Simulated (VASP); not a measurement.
Set up this calculation in VASP 6.6.1, as the native input.

```yaml
Task: single point
Functional: PBE
Potentials_or_basis: VASP PAW PBE potentials, release 64 (Li_sv, Al, O)
Cutoff: 520 eV
k_mesh: 10 × 10 × 6
Occupations: gaussian, width 0.01 eV
Spin: no spin polarisation
Dipole_correction: no
Further_INCAR_settings: ALGO = Normal; EDIFF = 1e-06; NBANDS = 21
```

The structure of LiAlO lies in POSCAR:

```
LiAlO
1.0
    3.5106998031      0.0000000000      0.0000000000
    0.0000000000      3.5106998031      0.0000000000
    0.0000000000      0.0000000000      6.6088490756
Li Al O
2 2 2
Direct
    0.5000000000      0.0000000000      0.4128935344
    0.0000000000      0.5000000000      0.5871064656
    0.5000000000      0.0000000000      0.8707983645
    0.0000000000      0.5000000000      0.1292016355
    0.0000000000      0.0000000000      0.0000000000
    0.5000000000      0.5000000000      0.0000000000
```

These files were run (other wordings do the same):

INCAR

```
ALGO = Normal ; EDIFF = 1E-6
ENCUT = 520 ; GGA = PE
ISIF = 2 ; ISMEAR = 0
LASPH = T ; LCHARG = F
LREAL = F ; LWAVE = F
NBANDS = 21 ; NELM = 60
PREC = Accurate ; SIGMA = 0.01
```

KPOINTS

```
k-points
0
Gamma
  10 10 6
```

Potentials or basis: VASP PAW PBE potentials, release 64 (Li_sv, Al, O).

The run is started by

```bash
$ cat potpaw_PBE.64/Li_sv/POTCAR potpaw_PBE.64/Al/POTCAR potpaw_PBE.64/O/POTCAR > POTCAR
$ mpirun -np 1 vasp_std > vasp.out
```

It gave:

- Largest force: 0.008 eV/Å
- Band gap on the k mesh: 0.17 eV, direct

Run time: 66 s on 1 thread of Intel(R) Xeon(R) 6975P-C (Granite Rapids), with other jobs on the host, peak memory 0.25 GiB.
